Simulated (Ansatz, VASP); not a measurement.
Cs2YTlF6: VASP beside Ansatz

```xyz
10
Lattice="0.0000 4.6968 4.6968 4.6968 0.0000 4.6968 4.6968 4.6968 0.0000" Properties=species:S:1:pos:R:3 pbc="T T T"
Cs    7.0451    7.0451    7.0451
Cs    2.3484    2.3484    2.3484
Y     0.0000    0.0000    0.0000
Tl    4.6968    4.6968    4.6968
F     2.1299    4.6968    4.6968
F     4.6968    4.6968    2.1299
F     7.2637    4.6968    4.6968
F     4.6968    2.1299    4.6968
F     4.6968    7.2637    4.6968
F     4.6968    4.6968    7.2637
```

Alike in both runs: functional LDA; k mesh 4 × 4 × 4; no spin polarisation.

Ansatz relaxed the structure, and its values are those at the end. VASP's run is a single point on that final structure, the one shown.

|  | VASP | Ansatz |
| --- | --- | --- |
| version | VASP 6.6.1 | Ansatz 0.2.0 |
| potentials or method | VASP PAW LDA potentials, release 64 (Cs_sv, Y_sv, Tl_d, F) | plane waves, PAW |
| plane-wave cutoff (eV) | 520 | 420 |
| occupations | gaussian, width 0.01 eV | fixed |
| valence electrons in the cell | 84 | 84 |

|  | VASP | Ansatz | Ansatz less VASP |
| --- | --- | --- | --- |
| pressure (GPa) | 0.0 | 0.0 | -0.02 |
| rms of the force components (eV/Å) | 0.014 | 0.000 | -0.0139 |

LDA's correlation is that of Perdew and Zunger in VASP and of Perdew and Wang (1992) in Ansatz.

Spin-orbit coupling is off throughout.
